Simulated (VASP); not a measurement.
CdS (Hawleyite):

```
Cd S
1.0
     0.00000    2.93921    2.93921
     2.91982    0.00000    2.93921
     2.91982    2.93921    0.00000
Cd S
1 1
Direct
  0.00000 0.00000 0.00000
  0.25000 0.25000 0.25000
```

This cell differs from its parent crystal: uniaxial x strain -0.7%.

Base run:

- Program: VASP 6.6.1
- Functional: r2SCAN
- Potentials or basis: VASP PAW PBE potentials, release 64 (Cd, S)
- Cutoff: 520 eV
- k mesh: 8 × 8 × 8
- Occupations: gaussian, width 0.01 eV
- Spin: no spin polarisation

Its results: band gap on the k mesh 1.54 eV, direct; pressure 0.7 GPa.

The run is repeated on the same cell with these changes: functional from r2SCAN to PBE; occupations from gaussian, width 0.01 eV to fermi-dirac, width 0.02 eV. What comes out?

Band gap on the k mesh 1.10 eV, direct; pressure 2.1 GPa.

Caveats: the PAW data sets were made with another functional, which shifts forces and pressure a little (some runs).

